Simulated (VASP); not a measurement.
# Ag (P6_3/mmc) in VASP: a series of runs

Runs on Ag. Level: LDA. Tasks: single point, relaxation of shape and atoms at fixed volume.

Everything below comes from runs of VASP 6.6.1. Logs are shortened: lines on timing, memory, paths and dates and some standing lists are left out, and cuts for length are marked.

### 1 The cell of the first run

The structure is hexagonal, space group P6_3/mmc (No. 194). The conventional cell has a = 2.826 Å, b = 2.826 Å, c = 4.640 Å, α = 90.00°, β = 90.00°, γ = 120.00°. Within 3.7 Å of Ag (site symmetry -6m2) lie 12 Ag at 2.83 to 2.84 Å.

### 2 Single point, LDA

INCAR

```
SYSTEM = Ag
PREC     = Accurate       ! precision mode
ENCUT    = 520            ! plane-wave cutoff, eV
EDIFF    = 1E-6           ! SCF threshold, eV
ISMEAR   = -1             ! smearing method
SIGMA    = 0.15           ! smearing width, eV
LREAL    = .False.        ! projectors in reciprocal space
LASPH    = .True.         ! aspherical terms in the spheres
NELM     = 60             ! most SCF steps
ALGO     = Fast           ! electronic algorithm
ISIF     = 2              ! what is computed and relaxed
LWAVE    = .False.        ! write WAVECAR
LCHARG   = .False.        ! write CHGCAR
GGA      = CA             ! functional
NBANDS   = 18             ! bands
```

KPOINTS

```
Automatic mesh
0
Gamma
  18 18 10
  0 0 0
```

POSCAR

```
Ag
1.0
    2.8260785587      0.0000000000      0.0000000000
   -1.4130392794      2.4474558249      0.0000000000
    0.0000000000      0.0000000000      4.6396074165
Ag
2
Direct
    0.3333333333      0.6666666667      0.2500000000
    0.6666666667      0.3333333333      0.7500000000
```

Potentials or basis: VASP PAW LDA potentials, release 64 (Ag).

Command:

```
$ cat potpaw_LDA.64/Ag/POTCAR > POTCAR
$ mpirun -np 1 vasp_std > vasp.out
```

OUTCAR:

```text
SYSTEM = Ag
   PREC = Accurate
   ENCUT = 520
   EDIFF = 1E-6
   ISMEAR = -1
   LREAL = .False.
   LASPH = .True.
   NELM = 60
   ISIF = 2
   GGA = CA

 ion  position               nearest neighbor table
   1  0.333  0.667  0.250-   2 2.84   2 2.84   2 2.84   2 2.84   2 2.84   2 2.84
   2  0.667  0.333  0.750-   1 2.84   1 2.84   1 2.84   1 2.84   1 2.84   1 2.84

  LATTYP: Found a hexagonal cell.
 ALAT       =     2.8260785587
 C/A-ratio  =     1.6417121181

  Lattice vectors:

 A1 = (   2.8260785587,   0.0000000000,   0.0000000000)
 A2 = (  -1.4130392794,   2.4474558249,   0.0000000000)
 A3 = (   0.0000000000,   0.0000000000,   4.6396074165)

Analysis of symmetry for initial positions (statically):
=====================================================================
 Subroutine PRICEL returns:
 Original cell was already a primitive cell.

 Routine SETGRP: Setting up the symmetry group for a
 hexagonal supercell.

 Subroutine GETGRP returns: Found 24 space group operations
 (whereof 12 operations were pure point group operations)
 out of a pool of 24 trial point group operations.

The static configuration has the point symmetry D_3d.
 The point group associated with its full space group is D_6h.

Analysis of symmetry for dynamics (positions and initial velocities):
=====================================================================
 Subroutine PRICEL returns:
 Original cell was already a primitive cell.

 Routine SETGRP: Setting up the symmetry group for a
 hexagonal supercell.

 Subroutine GETGRP returns: Found 24 space group operations
 (whereof 12 operations were pure point group operations)
 out of a pool of 24 trial point group operations.

The dynamic configuration has the point symmetry D_3d.
 The point group associated with its full space group is D_6h.

 Subroutine INISYM returns: Found 24 space group operations
 (whereof 12 operations are pure point group operations),
 and found     1 'primitive' translations

----------------------------------------------------------------------------------------

                                     Primitive cell

  volume of cell :      32.0908

  direct lattice vectors                    reciprocal lattice vectors
     2.826078559  0.000000000  0.000000000     0.353847205  0.204293779  0.000000000
    -1.413039279  2.447455825  0.000000000     0.000000000  0.408587558  0.000000000
     0.000000000  0.000000000  4.639607416     0.000000000  0.000000000  0.215535478

  length of vectors
     2.826078559  2.826078559  4.639607416     0.408587558  0.408587558  0.215535478

  position of ions in fractional coordinates (direct lattice)
     0.333333333  0.666666667  0.250000000
     0.666666667  0.333333333  0.750000000

  ion indices of the primitive-cell ions
   primitive index   ion index
                 1           1
                 2           2

----------------------------------------------------------------------------------------

 KPOINTS: Automatic mesh

Automatic generation of k-mesh.
 Grid dimensions read from file:
 generate k-points for:   18   18   10

 Generating k-lattice:

  Cartesian coordinates                     Fractional coordinates (reciprocal lattice)
     0.019658178  0.011349654  0.000000000     0.055555556 -0.000000000  0.000000000
     0.000000000  0.022699309  0.000000000     0.000000000  0.055555556  0.000000000
     0.000000000  0.000000000  0.021553548     0.000000000  0.000000000  0.100000000

  Length of vectors
     0.022699309  0.022699309  0.021553548

  Shift w.r.t. Gamma in fractional coordinates (k-lattice)
     0.000000000  0.000000000  0.000000000

 Subroutine IBZKPT returns following result:
 ===========================================

 Found    222 irreducible k-points:

 Following reciprocal coordinates:
            Coordinates               Weight
  0.000000  0.000000  0.000000      1.000000
  0.055556  0.000000  0.000000      6.000000
  0.111111  0.000000  0.000000      6.000000
  0.166667  0.000000  0.000000      6.000000
  0.222222  0.000000  0.000000      6.000000
  0.277778  0.000000  0.000000      6.000000
[... 16 lines left out ...]
  0.333333  0.111111  0.000000     12.000000
  0.388889  0.111111  0.000000     12.000000
 [... further k-points ...]
   k-points           NKPTS =    222   k-points in BZ     NKDIM =    222   number of bands    NBANDS=     18
   number of dos      NEDOS =    301   number of ions     NIONS =      2
   total plane-waves  NPLWV =  20736
   dimension x,y,z NGX =    24 NGY =   24 NGZ =   36
   dimension x,y,z NGXF=    48 NGYF=   48 NGZF=   72
   ions per type =               2
   NGX,Y,Z   is equivalent  to a cutoff of  14.12, 14.12, 12.90 a.u.
   NGXF,Y,Z  is equivalent  to a cutoff of  28.24, 28.24, 25.80 a.u.
 SYSTEM =  Ag
   PREC   = accura    normal or accurate (medium, high low for compatibility)
   ISTART =      0    job   : 0-new  1-cont  2-samecut
   ICHARG =      2    charge: 1-file 2-atom 10-const
   ISPIN  =      1    spin polarized calculation?
   LNONCOLLINEAR =      F non collinear calculations
   LSORBIT =      F    spin-orbit coupling
   LASPH  =      T    aspherical Exc in radial PAW
   ENCUT  =  520.0 eV  38.22 Ry    6.18 a.u.   5.25  5.25  8.63*2*pi/ulx,y,z
   NELM   =     60;   NELMIN=  2; NELMDL= -5     # of ELM steps
   EDIFF  = 0.1E-05   stopping-criterion for ELM
   LREAL  =      F    real-space projection
   EDIFFG = 0.1E-04   stopping-criterion for IOM
   NSW    =      0    number of steps for IOM
   IBRION =     -1    ionic relax: 0-MD 1-quasi-New 2-CG
   NFREE  =      0    steps in history (QN), initial steepest desc. (CG)
   ISIF   =      2    stress and relaxation
   ISYM   =      2    0-nonsym 1-usesym 2-fastsym
   POTIM  = 0.5000    time-step for ionic-motion
   TEBEG  =    0.0;   TEEND  =   0.0 temperature during run
   PSTRESS=    0.0 pullay stress
   NELECT =      22.0000    total number of electrons
   NUPDOWN=      -1.0000    fix difference up-down
   EMIN   =  10.00;   EMAX   =-10.00  energy-range for DOS
   EFERMI =   0.00;   METHOD = LEGACY
   ISMEAR =    -1;   SIGMA  =   0.15  broadening in eV -4-tet -1-fermi 0-gaus
   EFERMI_NEDOS =   21; number of points for ismear=-14 and -15
   IALGO  =     68    algorithm
   IMIX   =      4    mixing-type and parameters
     AMIX     =   0.40;   BMIX     =  1.00
     AMIX_MAG =   1.60;   BMIX_MAG =  1.00
  volume/ion in A,a.u.               =      16.05       108.28
  Fermi-wavevector in a.u.,A,eV,Ry     =   1.443518  2.727854 28.351072  2.083745
  Thomas-Fermi vector in A             =   2.561917
   LORBIT       =      0    0 simple, 1 ext, 2 COOP (PROOUT), +10 PAW based schemes
   GGA     = CA    functional components
   LHFCALC =     F    Hartree Fock is set to
   AEXX    =    0.0000 exact exchange contribution
   IVDW    =     0    specifies the selected vdW correction
   LEPSILON=     F    determine dielectric tensor
   LRPA    =     F    only Hartree local field effects (RPA)
 non-spin polarized calculation
 RMM-DIIS sequential band-by-band and
  energy-cutoff  :      520.00
  volume of cell :       32.09
 maximum number of plane-waves:       880
 NGX is ok and might be reduce to    24
   NGX = 11   NGY = 11   NGZ = 17

 number of electron      22.0000006 magnetization

 Free energy of the ion-electron system (eV)
  ---------------------------------------------------
  ext. energy  EPLUGINS =         0.00000000
  ---------------------------------------------------
  free energy    TOTEN  =        -7.57089213 eV

  energy without entropy =       -7.52899628  energy(sigma->0) =       -7.54994420

 E-fermi :   9.0333     XC(G=0): -12.9437

 val. band max:        9.0271155733   @ k =   0.3333   0.0556   0.4000
 cond. band min:       9.0416751160   @ k =   0.4444   0.0556   0.3000
 fundamental gap:      0.0145595427
 Fermi energy:         9.0332595885

 k-point     1 :       0.0000    0.0000    0.0000
  band No.  band energies     occupation
      1       0.7444      2.00000
      2       2.2254      2.00000
      3       3.9938      2.00000
      4       4.1228      2.00000
      5       4.1228      2.00000
      6       4.3884      2.00000
[... 10 lines left out ...]
     17      27.9994      0.00000
     18      27.9994      0.00000

 k-point     2 :       0.0556    0.0000    0.0000
  band No.  band energies     occupation
      1       0.8353      2.00000
      2       2.2820      2.00000
      3       3.9332      2.00000
      4       4.1742      2.00000
      5       4.1787      2.00000
      6       4.3668      2.00000
[... 10 lines left out ...]
     17      27.2828      0.00000
     18      27.9667      0.00000

 k-point     3 :       0.1111    0.0000    0.0000
  band No.  band energies     occupation
      1       1.1001      2.00000
      2       2.4364      2.00000
      3       3.8169      2.00000
      4       4.2526      2.00000
      5       4.3248      2.00000
      6       4.3573      2.00000
[... 10 lines left out ...]
     17      27.0657      0.00000
     18      28.3546      0.00000

 k-point     4 :       0.1667    0.0000    0.0000
  band No.  band energies     occupation
      1       1.5098      2.00000
      2       2.6330      2.00000
      3       3.7082      2.00000
      4       4.1954      2.00000
      5       4.2652      2.00000
      6       4.5380      2.00000
[... 10 lines left out ...]
     17      27.0973      0.00000
     18      27.3196      0.00000

 k-point     5 :       0.2222    0.0000    0.0000
  band No.  band energies     occupation
      1       1.9929      2.00000
      2       2.7557      2.00000
      3       3.7134      2.00000
      4       3.8513      2.00000
      5       4.1507      2.00000
      6       4.4465      2.00000
[... 10 lines left out ...]
     17      25.8396      0.00000
     18      27.2125      0.00000

 k-point     6 :       0.2778    0.0000    0.0000
  band No.  band energies     occupation
      1       2.3969      2.00000
      2       2.7269      2.00000
      3       3.4580      2.00000
      4       3.9341      2.00000
      5       4.1937      2.00000
      6       4.3167      2.00000
[... 10 lines left out ...]
     17      24.9591      0.00000
     18      26.6875      0.00000

 k-point     7 :       0.3333    0.0000    0.0000
  band No.  band energies     occupation
      1       2.5139      2.00000
      2       2.6905      2.00000
      3       3.1324      2.00000
      4       4.2027      2.00000
      5       4.3119      2.00000
      6       4.3327      2.00000
[... 10 lines left out ...]
     17      23.0763      0.00000
     18      26.0593      0.00000

 k-point     8 :       0.3889    0.0000    0.0000
  band No.  band energies     occupation
      1       2.4184      2.00000
      2       2.7015      2.00000
      3       2.8924      2.00000
      4       4.1143      2.00000
      5       4.4425      2.00000
      6       4.4583      2.00000
[... 10 lines left out ...]
     17      21.4928      0.00000
     18      25.5455      0.00000
[... 229 lines left out ...]
     17      27.2563      0.00000
     18      27.4544      0.00000

 k-point    20 :       0.1667    0.1111    0.0000
  band No.  band energies     occupation
      1       2.2222      2.00000
      2       2.9134      2.00000
      3       3.5017      2.00000
      4       3.7671      2.00000
      5       4.1816      2.00000
      6       4.2545      2.00000
[... 10 lines left out ...]
     17      26.7368      0.00000
     18      26.9323      0.00000

 k-point    21 :       0.2222    0.1111    0.0000
  band No.  band energies     occupation
      1       2.6350      2.00000
      2       2.8955      2.00000
      3       3.4128      2.00000
      4       3.6374      2.00000
      5       4.1433      2.00000
      6       4.2284      2.00000
[... 10 lines left out ...]
     17      25.2025      0.00000
     18      25.9578      0.00000

 k-point    22 :       0.2778    0.1111    0.0000
  band No.  band energies     occupation
      1       2.7414      2.00000
      2       2.8538      2.00000
      3       3.1180      2.00000
      4       3.9953      2.00000
      5       4.0637      2.00000
      6       4.3523      2.00000
[... 10 lines left out ...]
     17      23.2553      0.00000
     18      25.2737      0.00000

 k-point    23 :       0.3333    0.1111    0.0000
  band No.  band energies     occupation
      1       2.6167      2.00000
      2       2.8792      2.00000
      3       2.8997      2.00000
      4       4.0176      2.00000
      5       4.3793      2.00000
      6       4.4549      2.00000
[... 10 lines left out ...]
     17      21.6510      0.00000
     18      24.7751      0.00000

 k-point    24 :       0.3889    0.1111    0.0000
  band No.  band energies     occupation
      1       2.5274      2.00000
      2       2.7662      2.00000
      3       2.8636      2.00000
      4       3.9999      2.00000
      5       4.3618      2.00000
      6       4.5833      2.00000
[... 10 lines left out ...]
     17      20.5454      0.00000
     18      24.4752      0.00000

 [... further k-points ...]

------------------------ aborting loop because EDIFF is reached ----------------------------------------

  FORCE on cell =-STRESS in cart. coord.  units (eV):
  Direction    XX          YY          ZZ          XY          YZ          ZX
  --------------------------------------------------------------------------------------
  -------------------------------------------------------------------------------------
  Total        0.0283272      0.0283272      0.0242336     -0.0000000     -0.0000000      0.0000000
  in kB        1.4142739      1.4142739      1.2098939     -0.0000000     -0.0000000      0.0000000
  external PRESSURE =       1.3461473 kB  Pullay stress =       0.0000000 kB

 VOLUME and BASIS-vectors are now :
 -----------------------------------------------------------------------------
  energy-cutoff  :      520.00
  volume of cell :       32.09
      direct lattice vectors                 reciprocal lattice vectors
     2.826078559  0.000000000  0.000000000     0.353847205  0.204293779  0.000000000
    -1.413039279  2.447455825  0.000000000     0.000000000  0.408587558  0.000000000
     0.000000000  0.000000000  4.639607416     0.000000000  0.000000000  0.215535478

 POSITION                                       TOTAL-FORCE (eV/Angst)
 -----------------------------------------------------------------------------------
     -0.00000      1.63164      1.15990        -0.000000      0.000000      0.000000
      1.41304      0.81582      3.47971         0.000000     -0.000000      0.000000
 -----------------------------------------------------------------------------------
    total drift:                               -0.000000      0.000000     -0.000000

  FREE ENERGIE OF THE ION-ELECTRON SYSTEM (eV)
  ---------------------------------------------------
  free  energy   TOTEN  =        -7.5708921308 eV

  energy  without entropy=       -7.5289962772  energy(sigma->0) =       -7.54994420
```

Run time: 2.5 min. Hardware: 1 thread of Intel Xeon Platinum 8375C at 2.90GHz (Ice Lake), shared host; peak memory 0.22 GiB.

Results:

```yaml
Free_energy: -7.5709 eV
Pressure: 0.1 GPa
Band_gap_on_the_k_mesh: zero (band 11 reaches 13.29 eV, above the bottom of band 12 at 5.58 eV)
```

Levels at points of the mesh, in eV from the Fermi level:
```csv
k point,band 8,band 9,band 10,band 11,band 12,band 13,band 14,band 15
"(0.00, 0.00, 0.00)",-4.22,-4.22,-3.10,-3.10,-0.65,3.83,15.87,17.69
"(0.50, 0.00, 0.00)",-2.93,-2.89,-2.78,0.10,1.70,7.07,7.35,9.84
"(0.00, 0.00, 0.50)",-4.81,-3.45,-3.45,-3.45,-3.45,11.48,11.48,16.23
"(0.50, 0.00, 0.50)",-3.17,-2.84,-2.84,0.65,0.65,4.94,4.94,14.06
```

(Continued in part 2 of 2.)
